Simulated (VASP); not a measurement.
**C: single point with PBE**

The system is C.

```xyz
12
Lattice="2.4562 0.0000 0.0000 -1.2281 2.1272 0.0000 0.0000 0.0000 29.4919" Properties=species:S:1:pos:R:3 pbc="T T T"
C     1.2281    0.7091   29.4439
C     1.2281    0.7091   14.6979
C     1.2281    0.7091   21.6113
C     1.2281    0.7091    6.8654
C     0.0000    0.0000   18.1622
C     0.0000    1.4181    6.8654
C     0.0000    0.0000    3.4163
C     1.2281    0.7091   18.1623
C     0.0000    1.4181   21.6114
C     0.0000    1.4181    3.4163
C     0.0000    1.4181   14.6979
C     0.0000    1.4181   29.4439
```

```json
{
  "Program": "VASP 6.6.1",
  "Task": "single point",
  "Functional": "PBE",
  "Potentials or basis": "VASP PAW PBE potentials, release 64 (C)",
  "Cutoff": "520 eV",
  "k mesh": "9 × 9 × 1",
  "Occupations": "gaussian, width 0.1 eV",
  "Spin": "no spin polarisation"
}
```

```yaml
Pressure: 3.0 GPa
Largest_force: 0.048 eV/Å
```

Forces on the atoms (eV/Å):
```
C    0.000  0.000 -0.046
C    0.000  0.000 -0.024
C    0.000  0.000  0.026
C    0.000  0.000  0.048
C    0.000  0.000 -0.002
C    0.000  0.000  0.026
C    0.000  0.000 -0.002
C    0.000  0.000 -0.002
C    0.000  0.000  0.048
C    0.000  0.000 -0.002
C    0.000  0.000 -0.046
C    0.000  0.000 -0.024
```

Stress tensor (GPa, compression positive):
```
4.07 0.00 0.00
0.00 4.07 0.00
0.00 0.00 0.97
```

Levels at points of the mesh, in eV from the Fermi level:
| k point | band 22 | band 23 | band 24 | band 25 | band 26 | band 27 |
| --- | --- | --- | --- | --- | --- | --- |
| (0.00, 0.00, 0.00) | -3.01 | -3.01 | -3.01 | 3.12 | 3.26 | 3.97 |

It took 79 s on 1 thread of Intel(R) Xeon(R) Platinum 8375C CPU @ 2.90GHz (Ice Lake), with other jobs on the host, peak memory 0.25 GiB.

Caveat: the cell stands under pressure; this functional lacks dispersion, which binds the layers, so the pressure and a relaxed spacing across them are unreliable.
